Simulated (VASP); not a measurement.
# Mo (Im-3m) in VASP: settings compared

Mo is run at these levels: PBE, PBEsol+D3(BJ); tasks: relaxation of cell and atoms, single point.

Everything below comes from runs of VASP 6.6.1. Logs are shortened: lines on timing, memory, paths and dates and some standing lists are left out, and cuts for length are marked.

### 1 The cell of the first run

Symmetry: Im-3m, No. 229, cubic system. The conventional cell has a = 3.168 Å, b = 3.168 Å, c = 3.168 Å, α = 90.00°, β = 90.00°, γ = 90.00°. Mo (site symmetry m-3m) has 14 Mo at 2.74 to 3.17 Å within 3.6 Å.

### 2 Relaxation of cell and atoms, PBE, target pressure 10 GPa, at which the enthalpy is minimised

INCAR

```
  ALGO = Normal
  EDIFF = 1E-6
  EDIFFG = -0.01
  ENCUT = 600
  GGA = PE
  IBRION = 2
  ISIF = 3
  ISMEAR = -1
  LASPH = T
  LCHARG = F
  LREAL = F
  LWAVE = F
  NELM = 60
  NSW = 60
  PREC = Accurate
  PSTRESS = 100.0
  SIGMA = 0.05
```

KPOINTS

```
k-points
0
Gamma
  12 12 12
```

POSCAR

```
Mo
1.0
   -1.5838089719      1.5838089719      1.5838089719
    1.5838089719     -1.5838089719      1.5838089719
    1.5838089719      1.5838089719     -1.5838089719
Mo
1
Direct
    0.0000000000      0.0000000000      0.0000000000
```

Potentials or basis: VASP PAW PBE potentials, release 64 (Mo_sv).

On the command line:

```sh
> cat potpaw_PBE.64/Mo_sv/POTCAR > POTCAR
> mpirun -np 1 vasp_std > vasp.out
```

OUTCAR:

```text
EDIFF = 1E-6
   EDIFFG = -0.01
   ENCUT = 600
   GGA = PE
   IBRION = 2
   ISIF = 3
   ISMEAR = -1
   LASPH = T
   LREAL = F
   NELM = 60
   NSW = 60
   PREC = Accurate
   PSTRESS = 100.0

 ion  position               nearest neighbor table
   1  0.000  0.000  0.000-

  LATTYP: Found a body centered cubic cell.
 ALAT       =     3.1676179438

  Lattice vectors:

 A1 = (  -1.5838089719,   1.5838089719,   1.5838089719)
 A2 = (   1.5838089719,  -1.5838089719,   1.5838089719)
 A3 = (   1.5838089719,   1.5838089719,  -1.5838089719)

Analysis of symmetry for initial positions (statically):
=====================================================================
 Subroutine PRICEL returns:
 Original cell was already a primitive cell.

 Routine SETGRP: Setting up the symmetry group for a
 body centered cubic supercell.

 Subroutine GETGRP returns: Found 48 space group operations
 (whereof 48 operations were pure point group operations)
 out of a pool of 48 trial point group operations.

The static configuration has the point symmetry O_h .

Analysis of symmetry for dynamics (positions and initial velocities):
=====================================================================
 Subroutine PRICEL returns:
 Original cell was already a primitive cell.

 Routine SETGRP: Setting up the symmetry group for a
 body centered cubic supercell.

 Subroutine GETGRP returns: Found 48 space group operations
 (whereof 48 operations were pure point group operations)
 out of a pool of 48 trial point group operations.

The dynamic configuration has the point symmetry O_h .

 Subroutine INISYM returns: Found 48 space group operations
 (whereof 48 operations are pure point group operations),
 and found     1 'primitive' translations

----------------------------------------------------------------------------------------

                                     Primitive cell

  volume of cell :      15.8916

  direct lattice vectors                    reciprocal lattice vectors
    -1.583808972  1.583808972  1.583808972     0.000000000  0.315694638  0.315694638
     1.583808972 -1.583808972  1.583808972     0.315694638  0.000000000  0.315694638
     1.583808972  1.583808972 -1.583808972     0.315694638  0.315694638  0.000000000

  length of vectors
     2.743237609  2.743237609  2.743237609     0.446459639  0.446459639  0.446459639

  position of ions in fractional coordinates (direct lattice)
     0.000000000  0.000000000  0.000000000

  ion indices of the primitive-cell ions
   primitive index   ion index
                 1           1

----------------------------------------------------------------------------------------

 KPOINTS: k-points

Automatic generation of k-mesh.
 Grid dimensions read from file:
 generate k-points for:   12   12   12

 Generating k-lattice:

  Cartesian coordinates                     Fractional coordinates (reciprocal lattice)
     0.000000000  0.026307886  0.026307886     0.083333333  0.000000000  0.000000000
     0.026307886  0.000000000  0.026307886     0.000000000  0.083333333  0.000000000
     0.026307886  0.026307886  0.000000000     0.000000000  0.000000000  0.083333333

  Length of vectors
     0.037204970  0.037204970  0.037204970

  Shift w.r.t. Gamma in fractional coordinates (k-lattice)
     0.000000000  0.000000000  0.000000000

 Subroutine IBZKPT returns following result:
 ===========================================

 Found     72 irreducible k-points:

 Following reciprocal coordinates:
            Coordinates               Weight
  0.000000  0.000000  0.000000      1.000000
  0.083333  0.000000  0.000000     12.000000
  0.166667  0.000000  0.000000     12.000000
  0.250000  0.000000  0.000000     12.000000
  0.333333  0.000000  0.000000     12.000000
  0.416667  0.000000  0.000000     12.000000
[... 16 lines left out ...]
  0.333333  0.083333  0.083333     24.000000
  0.416667  0.083333  0.083333     12.000000
 [... further k-points ...]
   k-points           NKPTS =     72   k-points in BZ     NKDIM =     72   number of bands    NBANDS=     11
   number of dos      NEDOS =    301   number of ions     NIONS =      1
   total plane-waves  NPLWV =  13824
   dimension x,y,z NGX =    24 NGY =   24 NGZ =   24
   dimension x,y,z NGXF=    48 NGYF=   48 NGZF=   48
   ions per type =               1
   NGX,Y,Z   is equivalent  to a cutoff of  14.54, 14.54, 14.54 a.u.
   NGXF,Y,Z  is equivalent  to a cutoff of  29.09, 29.09, 29.09 a.u.
 SYSTEM =  unknown system
   PREC   = accura    normal or accurate (medium, high low for compatibility)
   ISTART =      0    job   : 0-new  1-cont  2-samecut
   ICHARG =      2    charge: 1-file 2-atom 10-const
   ISPIN  =      1    spin polarized calculation?
   LNONCOLLINEAR =      F non collinear calculations
   LSORBIT =      F    spin-orbit coupling
   LASPH  =      T    aspherical Exc in radial PAW
   ENCUT  =  600.0 eV  44.10 Ry    6.64 a.u.   5.48  5.48  5.48*2*pi/ulx,y,z
   NELM   =     60;   NELMIN=  2; NELMDL= -5     # of ELM steps
   EDIFF  = 0.1E-05   stopping-criterion for ELM
   LREAL  =      F    real-space projection
   EDIFFG = -.1E-01   stopping-criterion for IOM
   NSW    =     60    number of steps for IOM
   IBRION =      2    ionic relax: 0-MD 1-quasi-New 2-CG
   NFREE  =      1    steps in history (QN), initial steepest desc. (CG)
   ISIF   =      3    stress and relaxation
   ISYM   =      2    0-nonsym 1-usesym 2-fastsym
   POTIM  = 0.5000    time-step for ionic-motion
   TEBEG  =    0.0;   TEEND  =   0.0 temperature during run
   PSTRESS=  100.0 pullay stress
   NELECT =      14.0000    total number of electrons
   NUPDOWN=      -1.0000    fix difference up-down
   EMIN   =  10.00;   EMAX   =-10.00  energy-range for DOS
   EFERMI =   0.00;   METHOD = LEGACY
   ISMEAR =    -1;   SIGMA  =   0.05  broadening in eV -4-tet -1-fermi 0-gaus
   EFERMI_NEDOS =   21; number of points for ismear=-14 and -15
   IALGO  =     38    algorithm
   IMIX   =      4    mixing-type and parameters
     AMIX     =   0.40;   BMIX     =  1.00
     AMIX_MAG =   1.60;   BMIX_MAG =  1.00
  volume/ion in A,a.u.               =      15.89       107.24
  Fermi-wavevector in a.u.,A,eV,Ry     =   1.569380  2.965698 33.510508  2.462953
  Thomas-Fermi vector in A             =   2.671271
   LORBIT       =      0    0 simple, 1 ext, 2 COOP (PROOUT), +10 PAW based schemes
   GGA     = PE    functional components
   LHFCALC =     F    Hartree Fock is set to
   AEXX    =    0.0000 exact exchange contribution
   IVDW    =     0    specifies the selected vdW correction
   LEPSILON=     F    determine dielectric tensor
   LRPA    =     F    only Hartree local field effects (RPA)
 conjugate gradient relaxation of ions
 non-spin polarized calculation
  energy-cutoff  :      600.00
  volume of cell :       15.89
 maximum number of plane-waves:       555
 NGX is ok and might be reduce to    24
   NGX = 11   NGY = 11   NGZ = 11

--------------------------------------- Ionic step        1  -------------------------------------------

 number of electron      14.0000002 magnetization

 Free energy of the ion-electron system (eV)
  ---------------------------------------------------
  ext. energy  EPLUGINS =         0.00000000
  ---------------------------------------------------
  free energy    TOTEN  =       -10.95129809 eV

  energy without entropy =      -10.94873641  energy(sigma->0) =      -10.95001725

------------------------ aborting loop because EDIFF is reached ----------------------------------------

  FORCE on cell =-STRESS in cart. coord.  units (eV):
  Direction    XX          YY          ZZ          XY          YZ          ZX
  --------------------------------------------------------------------------------------
  -------------------------------------------------------------------------------------
  Total       -0.1441731     -0.1441731     -0.1441731     -0.0000000     -0.0000000      0.0000000
  in kB      -14.5353807    -14.5353807    -14.5353807     -0.0000000     -0.0000000      0.0000000
  external PRESSURE =    -114.5353807 kB  Pullay stress =     100.0000000 kB
[... 96 lines left out ...]
  enthalpy is  TOTEN    =        -9.9829697447 eV   P V=        0.9543507124

--------------------------------------- Ionic step        4  -------------------------------------------

 number of electron      14.0000000 magnetization

 Free energy of the ion-electron system (eV)
  ---------------------------------------------------
  ext. energy  EPLUGINS =         0.00000000
  ---------------------------------------------------
  free energy    TOTEN  =       -10.93545040 eV

  energy without entropy =      -10.93317426  energy(sigma->0) =      -10.93431233

 E-fermi :  12.9332     XC(G=0): -13.5270

 val. band max:       12.8561933638   @ k =  -0.1667   0.2500   0.0833
 cond. band min:      12.9652373886   @ k =   0.5000   0.5000   0.0833
 fundamental gap:      0.1090440247
 Fermi energy:        12.9332143413

 k-point     1 :       0.0000    0.0000    0.0000
  band No.  band energies     occupation
      1     -48.3007      2.00000
      2     -21.5097      2.00000
      3     -21.5097      2.00000
      4     -21.5097      2.00000
      5       5.6725      2.00000
      6      11.5742      2.00000
      7      11.5742      2.00000
      8      11.5742      2.00000
      9      14.6899      0.00000
     10      14.6899      0.00000
     11      27.8536      0.00000
[... 309 lines left out ...]
 k-point    24 :       0.4167    0.0833    0.0833
  band No.  band energies     occupation
      1     -48.0030      2.00000
      2     -22.9212      2.00000
      3     -22.0620      2.00000
      4     -21.6248      2.00000
      5       8.1124      2.00000
      6       9.4672      2.00000
      7      13.3668      0.00034
      8      14.9017      0.00000
      9      15.4147      0.00000
     10      19.5571      0.00000
     11      24.3917      0.00000

 [... further k-points ...]
[... 5 lines left out ...]
  --------------------------------------------------------------------------------------
  -------------------------------------------------------------------------------------
  Total        0.9434959      0.9434959      0.9434959     -0.0000000      0.0000000     -0.0000000
  in kB       99.0649606     99.0649606     99.0649606     -0.0000000      0.0000000     -0.0000000
  external PRESSURE =      -0.9350394 kB  Pullay stress =     100.0000000 kB
[... 16 lines left out ...]
  FREE ENERGIE OF THE ION-ELECTRON SYSTEM (eV)
  ---------------------------------------------------
  free  energy   TOTEN  =       -10.9354504045 eV

  energy  without entropy=      -10.9331742641  energy(sigma->0) =      -10.93431233

  enthalpy is  TOTEN    =        -9.9830491903 eV   P V=        0.9524012142

 reached required accuracy - stopping structural energy minimisation
```

Run time: 22 s. Hardware: 1 thread of AMD EPYC 9R45 (Zen 5), shared host; peak memory 0.13 GiB.

Results:

```yaml
Free_energy: -10.9355 eV
Relaxed_volume: 15.26 Å³/atom
Relaxed_cell: a = 2.706 Å, b = 2.706 Å, c = 2.706 Å, α = 109.47°, β = 109.47°, γ = 109.47°
Space_group_after_relaxing_to_0.05_Å: Im-3m (No. 229)
Energy_change_on_relaxing_the_enthalpy_is_what_falls: +15.8 meV/atom
Ionic_steps: 4
Pressure_after_relaxing: 9.9 GPa
Band_gap_on_the_k_mesh: zero (band 7 reaches 17.10 eV, above the bottom of band 8 at 11.57 eV)
```

The path:
| step | energy change (eV) | largest force (eV/Å) | pressure (GPa) | volume (Å³) |
| --- | --- | --- | --- | --- |
| 1 | 0.0000 | 0.0000 | -1.45 | 15.89 |
| 2 | 0.3915 | 0.0000 | 60.61 | 13.42 |
| 3 | 0.0140 | 0.0000 | 9.28 | 15.29 |
| 4 | 0.0158 | 0.0000 | 9.91 | 15.26 |

Final structure:
```
CELL_PARAMETERS angstrom
-1.56251 1.56251 1.56251
1.56251 -1.56251 1.56251
1.56251 1.56251 -1.56251
ATOMIC_POSITIONS crystal
Mo 0.00000 0.00000 0.00000
```

Levels at points of the mesh, in eV from the Fermi level:
```tsv
k point	band 5	band 6	band 7	band 8	band 9	band 10
(0.00, 0.00, 0.00)	-7.26	-1.36	-1.36	-1.36	1.76	1.76
(0.50, 0.00, 0.00)	-5.42	-3.47	1.77	1.80	2.45	4.97
(0.50, 0.50, 0.50)	-5.58	-5.58	4.17	4.17	4.17	9.31
```

Caveat: the cell is relaxed towards a set pressure, so the enthalpy falls and the energy may rise.

### 3 Relaxation of cell and atoms, PBE, target pressure 20 GPa, at which the enthalpy is minimised

INCAR

```
SYSTEM = Mo
PREC = Accurate
ENCUT = 600
EDIFF = 1E-7
ISMEAR = -1
SIGMA = 0.05
LREAL = .FALSE.
LASPH = .TRUE.
NELM = 100
ALGO = Normal
ISIF = 3
LWAVE = .FALSE.
LCHARG = .FALSE.
GGA = PE
IBRION = 2
NSW = 60
EDIFFG = -0.01
PSTRESS = 200.0
```

KPOINTS

```
Automatic mesh
0
G
  12 12 12
  0 0 0
```

POSCAR is that of step 2.

Potentials or basis: VASP PAW PBE potentials, release 64 (Mo_sv).

On the command line:

```sh
> cat potpaw_PBE.64/Mo_sv/POTCAR > POTCAR
> mpirun -np 1 vasp_std > vasp.out
```

It took 32 s on 1 thread of AMD EPYC 9R45 (Zen 5), shared host; peak memory 0.13 GiB.

The run converged. Its results:

| Item | Value |
| --- | --- |
| Free energy | -10.8923 eV |
| Relaxed volume | 14.79 Å³/atom |
| Relaxed cell | a = 2.678 Å, b = 2.678 Å, c = 2.678 Å, α = 109.47°, β = 109.47°, γ = 109.47° |
| Space group after relaxing (to 0.05 Å) | Im-3m (No. 229) |
| Energy change on relaxing (the enthalpy is what falls) | +59.0 meV/atom |
| Ionic steps | 5 |
| Pressure after relaxing | 20.0 GPa |
| Band gap on the k mesh | zero (band 7 reaches 17.80 eV, above the bottom of band 8 at 12.03 eV) |

Step by step:
```csv
step,energy change (eV),largest force (eV/Å),pressure (GPa),volume (Å³)
1,0.0000,0.0000,-1.46,15.89
2,1.6575,0.0000,158.98,11.48
3,0.0438,0.0000,16.99,14.92
4,0.0554,0.0000,19.32,14.82
5,0.0590,0.0000,20.00,14.79
```

Final structure:
```
Mo
1.0
    -1.54642    1.54642    1.54642
     1.54642   -1.54642    1.54642
     1.54642    1.54642   -1.54642
Mo
1
Direct
  0.00000 0.00000 0.00000
```

Levels at points of the mesh, in eV from the Fermi level:
| k point | band 4 | band 5 | band 6 | band 7 | band 8 | band 9 | band 10 | band 11 |
| --- | --- | --- | --- | --- | --- | --- | --- | --- |
| (0.00, 0.00, 0.00) | -34.37 | -7.35 | -1.42 | -1.42 | -1.42 | 1.82 | 1.82 | 14.97 |
| (0.50, 0.00, 0.00) | -34.39 | -5.61 | -3.62 | 1.88 | 1.91 | 2.55 | 5.20 | 12.13 |
| (0.50, 0.50, 0.50) | -35.51 | -5.82 | -5.82 | 4.36 | 4.36 | 4.36 | 9.57 | 9.57 |

Caveat: the cell is relaxed towards a set pressure, so the enthalpy falls and the energy may rise.

### 4 Single point, PBEsol+D3(BJ)

This run uses another cell than the first one, of 14.92 Å³/atom, 0.939 times its volume.

INCAR

```
SYSTEM = Mo
PREC     = Accurate       ! precision mode
ENCUT    = 520            ! plane-wave cutoff, eV
EDIFF    = 1E-7           ! SCF threshold, eV
ISMEAR   = -1             ! smearing method
SIGMA    = 0.05           ! smearing width, eV
LREAL    = .False.        ! projectors in reciprocal space
LASPH    = .True.         ! aspherical terms in the spheres
NELM     = 80             ! most SCF steps
ALGO     = Normal         ! electronic algorithm
ISIF     = 2              ! what is computed and relaxed
LWAVE    = .False.        ! write WAVECAR
LCHARG   = .True.         ! write CHGCAR
GGA      = PS             ! functional
IVDW     = 12             ! dispersion correction
LELF     = .True.         ! ELF
LVHAR    = .True.       
NBANDS   = 13             ! bands
```

KPOINTS

```
Automatic mesh
0
Gamma
  12 12 12
  0 0 0
```

POSCAR

```
Mo
1.0
   -1.5507138203      1.5507138203      1.5507138203
    1.5507138203     -1.5507138203      1.5507138203
    1.5507138203      1.5507138203     -1.5507138203
Mo
1
Direct
    0.0000000000      0.0000000000      0.0000000000
```

On the command line:

```sh
> cat potpaw_PBE.64/Mo_sv/POTCAR > POTCAR
> mpirun -np 1 vasp_std > vasp.out
```

Run time: 21 s. Hardware: 1 thread of AMD EPYC 7R13, shared host; peak memory 0.11 GiB.

Results (log left out):

| Quantity | Value |
| --- | --- |
| Free energy | -12.5224 eV |
| Pressure | 0.6 GPa |
| Band gap on the k mesh | zero (band 7 reaches 17.52 eV, above the bottom of band 8 at 11.77 eV) |
| Dispersion energy per atom | -0.739 eV |

Levels at points of the mesh, in eV from the Fermi level:
```
           k point  band 5  band 6  band 7  band 8  band 9  band 10
(0.00, 0.00, 0.00)   -7.37   -1.40   -1.40   -1.40    1.79     1.79
(0.50, 0.00, 0.00)   -5.58   -3.58    1.86    1.86    2.53     5.18
(0.50, 0.50, 0.50)   -5.78   -5.78    4.35    4.35    4.35     9.46
```

Caveat: the PAW data sets were made with another functional, which shifts forces and pressure a little; pairwise dispersion overbinds metals, which lowers pressure and volume.

### 5 Single point, PBE

INCAR

```
PREC     = Accurate       # precision mode
ENCUT    = 520            # plane-wave cutoff, eV
EDIFF    = 1E-6           # SCF threshold, eV
ISMEAR   = 0              # smearing method
SIGMA    = 0.022          # smearing width, eV
LREAL    = False          # projectors in reciprocal space
LASPH    = True           # aspherical terms in the spheres
NELM     = 100            # most SCF steps
ALGO     = Fast           # electronic algorithm
ISIF     = 2              # what is computed and relaxed
LWAVE    = False          # write WAVECAR
LCHARG   = True           # write CHGCAR
GGA      = PE             # functional
LELF     = True           # ELF
LVHAR    = True         
NBANDS   = 13             # bands
```

KPOINTS

```
Automatic mesh
0
Gamma
  12 12 12
```

POSCAR

```
Mo
1.0
   -1.5838089719      1.5838089719      1.5838089719
    1.5838089719     -1.5838089719      1.5838089719
    1.5838089719      1.5838089719     -1.5838089719
Mo
1
Direct
    0.0000000000      0.0000000000      0.0000000000
```

On the command line:

```sh
> cat potpaw_PBE.64/Mo_sv/POTCAR > POTCAR
> mpirun -np 1 vasp_std > vasp.out
```

Run time: 24 s. Hardware: 1 thread of AMD EPYC 7R13, shared host; peak memory 0.1 GiB.

The run converged. Its results:

- Free energy: -10.9498 eV
- Pressure: -1.4 GPa
- Band gap on the k mesh: zero (band 7 reaches 16.22 eV, above the bottom of band 8 at 11.00 eV)

Levels at points of the mesh, in eV from the Fermi level:
```csv
k point,band 3,band 4,band 5,band 6,band 7,band 8,band 9,band 10,band 11,band 12
"(0.00, 0.00, 0.00)",-34.53,-34.53,-7.13,-1.28,-1.28,-1.28,1.69,1.69,14.86,14.86
"(0.50, 0.00, 0.00)",-34.95,-34.54,-5.17,-3.27,1.62,1.71,2.32,4.68,11.45,11.98
"(0.50, 0.50, 0.50)",-35.45,-35.45,-5.26,-5.26,3.94,3.94,3.94,8.99,8.99,8.99
```

[end of part 1 of 2]
